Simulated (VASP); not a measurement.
# Cd3Ga2O (P3m1) in VASP: single point with PBE

Aim: the single point of Cd3Ga2O with PBE.

Program: VASP 6.6.1. These are calculated values, not measurements. Logs are shortened: lines on timing, memory, paths and dates and some standing lists are left out, and cuts for length are marked.

## 1. The cell of the first run

The structure is trigonal, space group P3m1 (No. 156). Conventional cell: a = 3.389 Å, b = 3.389 Å, c = 12.752 Å, α = 90.00°, β = 90.00°, γ = 120.00°. Within 3.5 Å of Cd (site symmetry 3m) lie 4 Ga at 2.67 to 2.90 Å and 6 Cd at 3.39 Å. Cd (site symmetry 3m) has 3 O at 2.22 Å and 1 Ga at 2.67 Å within 2.9 Å. Within 2.9 Å of Cd (site symmetry 3m) lie 1 O at 2.14 Å and 3 Ga at 2.86 Å. Ga (site symmetry 3m) has 4 Cd at 2.67 to 2.86 Å and 6 Ga at 3.39 Å within 3.5 Å. Ga (site symmetry 3m) has 4 Cd at 2.67 to 2.90 Å and 6 Ga at 3.39 Å within 3.5 Å. Within 2.8 Å of O (site symmetry 3m) lie 4 Cd at 2.14 to 2.22 Å.

The cell was generated, and may not be a known phase.

## 2. Single point, PBE

INCAR

```
PREC = Accurate
ENCUT = 700
EDIFF = 1E-6
ISMEAR = 0
SIGMA = 0.1
LREAL = F
LASPH = T
NELM = 120
ALGO = Normal
ISIF = 2
LWAVE = F
LCHARG = F
GGA = PE
NBANDS = 55
GGA_COMPAT = F
```

KPOINTS

```
regular mesh
0
Gamma
  12 12 4
```

POSCAR

```
Cd3Ga2O
1.0
    3.3893904938      0.0000000000      0.0000000000
   -1.6946952469      2.9352982709      0.0000000000
    0.0000000000      0.0000000000     12.7521634576
Cd Ga O
3 2 1
Direct
    0.0000000000      0.0000000000      0.2212549104
    0.6666666667      0.3333333333      0.5985103877
    0.3333333333      0.6666666667      0.8482946946
    0.0000000000      0.0000000000      0.0121792118
    0.6666666667      0.3333333333      0.3894920965
    0.3333333333      0.6666666667      0.6802686891
```

Potentials or basis: VASP PAW PBE potentials, release 64 (Cd_sv_GW, Ga_d, O).

Launch:

```
$ cat potpaw_PBE.64/Cd_sv_GW/POTCAR potpaw_PBE.64/Ga_d/POTCAR potpaw_PBE.64/O/POTCAR > POTCAR
$ mpirun -np 1 vasp_std > vasp.out
```

OUTCAR:

```text
PREC = Accurate
   ENCUT = 700
   EDIFF = 1E-6
   ISMEAR = 0
   LREAL = F
   LASPH = T
   NELM = 120
   ISIF = 2
   GGA = PE

 ion  position               nearest neighbor table
   1  0.000  0.000  0.221-   4 2.67
   2  0.667  0.333  0.599-   6 2.22   6 2.22   6 2.22   5 2.67
   3  0.333  0.667  0.848-   6 2.14
   4  0.000  0.000  0.012-   1 2.67
   5  0.667  0.333  0.389-   2 2.67
   6  0.333  0.667  0.680-   3 2.14   2 2.22   2 2.22   2 2.22

  LATTYP: Found a hexagonal cell.
 ALAT       =     3.3893904938
 C/A-ratio  =     3.7623765928

  Lattice vectors:

 A1 = (   3.3893904938,   0.0000000000,   0.0000000000)
 A2 = (  -1.6946952469,   2.9352982709,   0.0000000000)
 A3 = (   0.0000000000,   0.0000000000,  12.7521634576)

Analysis of symmetry for initial positions (statically):
=====================================================================
 Subroutine PRICEL returns:
 Original cell was already a primitive cell.

 Routine SETGRP: Setting up the symmetry group for a
 hexagonal supercell.

 Subroutine GETGRP returns: Found  6 space group operations
 (whereof  6 operations were pure point group operations)
 out of a pool of 24 trial point group operations.

The static configuration has the point symmetry C_3v.

Analysis of symmetry for dynamics (positions and initial velocities):
=====================================================================
 Subroutine PRICEL returns:
 Original cell was already a primitive cell.

 Routine SETGRP: Setting up the symmetry group for a
 hexagonal supercell.

 Subroutine GETGRP returns: Found  6 space group operations
 (whereof  6 operations were pure point group operations)
 out of a pool of 24 trial point group operations.

The dynamic configuration has the point symmetry C_3v.

 Subroutine INISYM returns: Found  6 space group operations
 (whereof  6 operations are pure point group operations),
 and found     1 'primitive' translations

----------------------------------------------------------------------------------------

                                     Primitive cell

  volume of cell :     126.8696

  direct lattice vectors                    reciprocal lattice vectors
     3.389390494  0.000000000  0.000000000     0.295038297  0.170340440  0.000000000
    -1.694695247  2.935298271  0.000000000     0.000000000  0.340680881  0.000000000
     0.000000000  0.000000000 12.752163458     0.000000000  0.000000000  0.078418066

  length of vectors
     3.389390494  3.389390494 12.752163458     0.340680881  0.340680881  0.078418066

  position of ions in fractional coordinates (direct lattice)
     0.000000000  0.000000000  0.221254910
     0.666666667  0.333333333  0.598510388
     0.333333333  0.666666667  0.848294695
     0.000000000  0.000000000  0.012179212
     0.666666667  0.333333333  0.389492096
     0.333333333  0.666666667  0.680268689

  ion indices of the primitive-cell ions
   primitive index   ion index
                 1           1
                 2           2
                 3           3
                 4           4
                 5           5
                 6           6

----------------------------------------------------------------------------------------

 KPOINTS: regular mesh

Automatic generation of k-mesh.
 Grid dimensions read from file:
 generate k-points for:   12   12    4

 Generating k-lattice:

  Cartesian coordinates                     Fractional coordinates (reciprocal lattice)
     0.024586525  0.014195037  0.000000000     0.083333333  0.000000000  0.000000000
     0.000000000  0.028390073  0.000000000     0.000000000  0.083333333  0.000000000
     0.000000000  0.000000000  0.019604517     0.000000000  0.000000000  0.250000000

  Length of vectors
     0.028390073  0.028390073  0.019604517

  Shift w.r.t. Gamma in fractional coordinates (k-lattice)
     0.000000000  0.000000000  0.000000000

 Subroutine IBZKPT returns following result:
 ===========================================

 Found     69 irreducible k-points:

 Following reciprocal coordinates:
            Coordinates               Weight
  0.000000  0.000000  0.000000      1.000000
  0.083333  0.000000  0.000000      6.000000
  0.166667 -0.000000  0.000000      6.000000
  0.250000 -0.000000  0.000000      6.000000
  0.333333 -0.000000  0.000000      6.000000
  0.416667 -0.000000  0.000000      6.000000
[... 16 lines left out ...]
  0.166667 -0.000000  0.250000      6.000000
  0.000000  0.166667  0.250000      6.000000
 [... further k-points ...]
   k-points           NKPTS =     69   k-points in BZ     NKDIM =     69   number of bands    NBANDS=     55
   number of dos      NEDOS =    301   number of ions     NIONS =      6
   total plane-waves  NPLWV = 100800
   dimension x,y,z NGX =    30 NGY =   30 NGZ =  112
   dimension x,y,z NGXF=    60 NGYF=   60 NGZF=  224
   ions per type =               3   2   1
   NGX,Y,Z   is equivalent  to a cutoff of  14.71, 14.71, 14.60 a.u.
   NGXF,Y,Z  is equivalent  to a cutoff of  29.43, 29.43, 29.20 a.u.
 SYSTEM =  unknown system
   PREC   = accura    normal or accurate (medium, high low for compatibility)
   ISTART =      0    job   : 0-new  1-cont  2-samecut
   ICHARG =      2    charge: 1-file 2-atom 10-const
   ISPIN  =      1    spin polarized calculation?
   LNONCOLLINEAR =      F non collinear calculations
   LSORBIT =      F    spin-orbit coupling
   LASPH  =      T    aspherical Exc in radial PAW
   ENCUT  =  700.0 eV  51.45 Ry    7.17 a.u.   7.31  7.31 27.51*2*pi/ulx,y,z
   NELM   =    120;   NELMIN=  2; NELMDL= -5     # of ELM steps
   EDIFF  = 0.1E-05   stopping-criterion for ELM
   LREAL  =      F    real-space projection
   EDIFFG = 0.1E-04   stopping-criterion for IOM
   NSW    =      0    number of steps for IOM
   IBRION =     -1    ionic relax: 0-MD 1-quasi-New 2-CG
   NFREE  =      0    steps in history (QN), initial steepest desc. (CG)
   ISIF   =      2    stress and relaxation
   ISYM   =      2    0-nonsym 1-usesym 2-fastsym
   POTIM  = 0.5000    time-step for ionic-motion
   TEBEG  =    0.0;   TEEND  =   0.0 temperature during run
   PSTRESS=    0.0 pullay stress
   NELECT =      92.0000    total number of electrons
   NUPDOWN=      -1.0000    fix difference up-down
   EMIN   =  10.00;   EMAX   =-10.00  energy-range for DOS
   EFERMI =   0.00;   METHOD = LEGACY
   ISMEAR =     0;   SIGMA  =   0.10  broadening in eV -4-tet -1-fermi 0-gaus
   EFERMI_NEDOS =   21; number of points for ismear=-14 and -15
   IALGO  =     38    algorithm
   IMIX   =      4    mixing-type and parameters
     AMIX     =   0.40;   BMIX     =  1.00
     AMIX_MAG =   1.60;   BMIX_MAG =  1.00
  volume/ion in A,a.u.               =      21.14       142.69
  Fermi-wavevector in a.u.,A,eV,Ry     =   1.470793  2.779396 29.432556  2.163232
  Thomas-Fermi vector in A             =   2.586007
   LORBIT       =      0    0 simple, 1 ext, 2 COOP (PROOUT), +10 PAW based schemes
   GGA     = PE    functional components
   LHFCALC =     F    Hartree Fock is set to
   AEXX    =    0.0000 exact exchange contribution
   IVDW    =     0    specifies the selected vdW correction
   LEPSILON=     F    determine dielectric tensor
   LRPA    =     F    only Hartree local field effects (RPA)
 non-spin polarized calculation
 Gauss-broadening in eV      SIGMA  =   0.10
  energy-cutoff  :      700.00
  volume of cell :      126.87
 maximum number of plane-waves:      5396
 NGX is ok and might be reduce to    30
   NGX = 15   NGY = 15   NGZ = 55

 number of electron      92.0000027 magnetization

 Free energy of the ion-electron system (eV)
  ---------------------------------------------------
  ext. energy  EPLUGINS =         0.00000000
  ---------------------------------------------------
  free energy    TOTEN  =       -14.46142117 eV

  energy without entropy =      -14.44981084  energy(sigma->0) =      -14.45561600

 E-fermi :   4.3603     XC(G=0): -10.3342

 val. band max:        4.3531622441   @ k =   0.3333   0.2500   0.2500
 cond. band min:       4.3641410766   @ k =   0.3333   0.1667   0.0000
 fundamental gap:      0.0109788325
 Fermi energy:         4.3603416752

 k-point     1 :       0.0000    0.0000    0.0000
  band No.  band energies     occupation
      1     -98.3733      2.00000
      2     -98.2648      2.00000
      3     -97.4386      2.00000
      4     -59.4130      2.00000
      5     -59.4066      2.00000
      6     -59.4066      2.00000
[... 47 lines left out ...]
     54      14.0870      0.00000
     55      15.0234      0.00000

 k-point     2 :       0.0833    0.0000    0.0000
  band No.  band energies     occupation
      1     -98.3732      2.00000
      2     -98.2647      2.00000
      3     -97.4386      2.00000
      4     -59.4129      2.00000
      5     -59.4072      2.00000
      6     -59.4067      2.00000
[... 47 lines left out ...]
     54      13.9683      0.00000
     55      14.1538      0.00000

 k-point     3 :       0.1667   -0.0000    0.0000
  band No.  band energies     occupation
      1     -98.3732      2.00000
      2     -98.2647      2.00000
      3     -97.4385      2.00000
      4     -59.4128      2.00000
      5     -59.4088      2.00000
      6     -59.4072      2.00000
[... 1152 lines left out ...]
 k-point    23 :       0.1667   -0.0000    0.2500
  band No.  band energies     occupation
      1     -98.3732      2.00000
      2     -98.2647      2.00000
      3     -97.4385      2.00000
      4     -59.4128      2.00000
      5     -59.4088      2.00000
      6     -59.4072      2.00000
[... 47 lines left out ...]
     54      12.1310      0.00000
     55      13.0784      0.00000

 k-point    24 :       0.0000    0.1667    0.2500
  band No.  band energies     occupation
      1     -98.3732      2.00000
      2     -98.2647      2.00000
      3     -97.4385      2.00000
      4     -59.4128      2.00000
      5     -59.4088      2.00000
      6     -59.4072      2.00000
[... 47 lines left out ...]
     54      12.1577      0.00000
     55      13.1502      0.00000

 [... further k-points ...]

------------------------ aborting loop because EDIFF is reached ----------------------------------------

  FORCE on cell =-STRESS in cart. coord.  units (eV):
  Direction    XX          YY          ZZ          XY          YZ          ZX
  --------------------------------------------------------------------------------------
  -------------------------------------------------------------------------------------
  Total        0.0011954      0.0011954      0.0709362      0.0000000     -0.0000000      0.0000000
  in kB        0.0150964      0.0150964      0.8958204      0.0000000     -0.0000000      0.0000000
  external PRESSURE =       0.3086711 kB  Pullay stress =       0.0000000 kB

 VOLUME and BASIS-vectors are now :
 -----------------------------------------------------------------------------
  energy-cutoff  :      700.00
  volume of cell :      126.87
      direct lattice vectors                 reciprocal lattice vectors
     3.389390494  0.000000000  0.000000000     0.295038297  0.170340440  0.000000000
    -1.694695247  2.935298271  0.000000000     0.000000000  0.340680881  0.000000000
     0.000000000  0.000000000 12.752163458     0.000000000  0.000000000  0.078418066

 POSITION                                       TOTAL-FORCE (eV/Angst)
 -----------------------------------------------------------------------------------
      0.00000      0.00000      2.82148         0.000000     -0.000000     -0.001822
      1.69470      0.97843      7.63230        -0.000000      0.000000      0.001983
     -0.00000      1.95687     10.81759         0.000000      0.000000      0.001611
      0.00000      0.00000      0.15531         0.000000     -0.000000      0.001457
      1.69470      0.97843      4.96687         0.000000      0.000000      0.000937
     -0.00000      1.95687      8.67490         0.000000     -0.000000     -0.004166
 -----------------------------------------------------------------------------------
    total drift:                                0.000000      0.000000     -0.003906

  FREE ENERGIE OF THE ION-ELECTRON SYSTEM (eV)
  ---------------------------------------------------
  free  energy   TOTEN  =       -14.4614211666 eV

  energy  without entropy=      -14.4498108386  energy(sigma->0) =      -14.45561600
```

It took 22 min on 1 thread of Intel Xeon Platinum 8488C (Sapphire Rapids), shared host; peak memory 0.77 GiB.

What came out:

```yaml
Free_energy: -14.4614 eV
Pressure: 0.0 GPa
Largest_force: 0.004 eV/Å
Band_gap_on_the_k_mesh: zero (bands 46 and 47 overlap by 2.10 eV)
```

Forces on the atoms (eV/Å):
```
Cd   0.000  0.000 -0.002
Cd   0.000  0.000  0.002
Cd   0.000  0.000  0.002
Ga   0.000  0.000  0.001
Ga   0.000  0.000  0.001
O    0.000  0.000 -0.004
```
